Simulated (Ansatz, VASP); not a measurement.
## Hg: VASP beside Ansatz

The input INCAR:

```
SYSTEM = Hg
PREC = Accurate
ENCUT = 520
EDIFF = 1E-7
ISMEAR = -1
SIGMA = 0.08
LREAL = .False.
LASPH = .True.
NELM = 60
ALGO = Normal
ISIF = 2
LWAVE = .False.
LCHARG = .False.
GGA = PE
NBANDS = 12
```

The input KPOINTS:

```
regular mesh
0
Gamma
  12 12 12
  0 0 0
```

The input POSCAR:

```
Hg
1.0
    2.4609561562      0.0000000000      0.0000000000
    0.0000000000      2.4609561562      0.0000000000
    0.0000000000      0.0000000000      2.4609561562
Hg
1
Direct
    0.0000000000      0.0000000000      0.0000000000
```

Input for Ansatz:

```yaml
crystal:
  lattice:
    - [2.4609561562, 0.0, 0.0]
    - [0.0, 2.4609561562, 0.0]
    - [0.0, 0.0, 2.4609561562]
  atoms:
    - { symbol: Hg, position: [0.0, 0.0, 0.0] }
kpoints:
  mp_grid: { grid: [12, 12, 12] }
scf:
  occupations: { method: fermi_dirac, width: 0.08 }
hamiltonian:
  xc: pbe
  pseudopotentials: { kind: all_electron, lapw: { basis_error: 0.001 } }
output:
  forces: true
  stress: true
  eigenvalues: true
  populations: true
```

Change from the starting cell: volume scaled by 0.5, LAPW.

Alike in both runs: task single point; functional PBE; k mesh 12 × 12 × 12; occupations fermi-dirac, width 0.08 eV; no spin polarisation.

```csv
,VASP,Ansatz
version,VASP 6.6.1,Ansatz 0.2.0
potentials or method,"VASP PAW PBE potentials, release 64 (Hg), cutoff 520 eV","all-electron LAPW, scalar-relativistic"
```

VASP gave:

- pressure (GPa): 141.3

What did Ansatz give for the same quantities?

Pressure (GPa): 134.6.

Both programs put the cell under a high pressure, so it lies far from rest at this level. Ansatz ran all-electron here, and VASP with PAW potentials.

Spin-orbit coupling is off throughout. Noted on VASP's run: the cell as given lies far from equilibrium.
